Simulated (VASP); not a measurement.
Wanted: the native input for a VASP 6.6.1 run.

```yaml
Task: single point
Functional: PBE
Potentials_or_basis: VASP PAW PBE potentials, release 64 (Sn_d, Ge_d)
Cutoff: 500 eV
k_mesh: 6 × 6 × 3
Occupations: gaussian, width 0.2 eV
Spin: no spin polarisation
Dipole_correction: no
Further_INCAR_settings: ALGO = Normal; EDIFF = 1e-06; NBANDS = 28
```

The structure of SnGe2 lies in POSCAR:

```
SnGe2
1.0
    3.0063645097      0.0000000000      0.0000000000
   -1.5031822548      2.6035880384      0.0000000000
    0.0000000000      0.0000000000      8.8301942832
Sn Ge
1 2
Direct
    0.0000000000      0.0000000000      0.0000000000
    0.0000000000      0.0000000000      0.3394761885
    0.0000000000      0.0000000000      0.6605238115
```

The cell was generated, and may not be a known phase.

The input as run:

INCAR

```
  PREC = Accurate
  ENCUT = 500
  EDIFF = 1E-6
  ISMEAR = 0
  SIGMA = 0.2
  LREAL = F
  LASPH = T
  NELM = 120
  ALGO = Normal
  ISIF = 2
  LWAVE = F
  LCHARG = T
  GGA = PE
  LELF = T
  LVHAR = T
  NBANDS = 28
  GGA_COMPAT = F
```

KPOINTS

```
regular mesh
0
Gamma
  6 6 3
```

Potentials or basis: VASP PAW PBE potentials, release 64 (Sn_d, Ge_d).

The run is started by

```sh
$ cat potpaw_PBE.64/Sn_d/POTCAR potpaw_PBE.64/Ge_d/POTCAR > POTCAR
$ mpirun -np 1 vasp_std > vasp.out
```

Results of the run:

```
Pressure               : -0.3 GPa
Largest force          : 0.019 eV/Å
Band gap on the k mesh : zero (bands 21 and 22 overlap by 6.93 eV)
```

Caveat: the k points lie up to 0.40 Å⁻¹ apart, too coarse for converged energies and pressures of a metal; spin-orbit coupling is left out, which moves the levels of the heavy elements.

Run time: 23 s on 1 thread of Intel Xeon 8259CL, with other jobs on the host, peak memory 0.19 GiB.
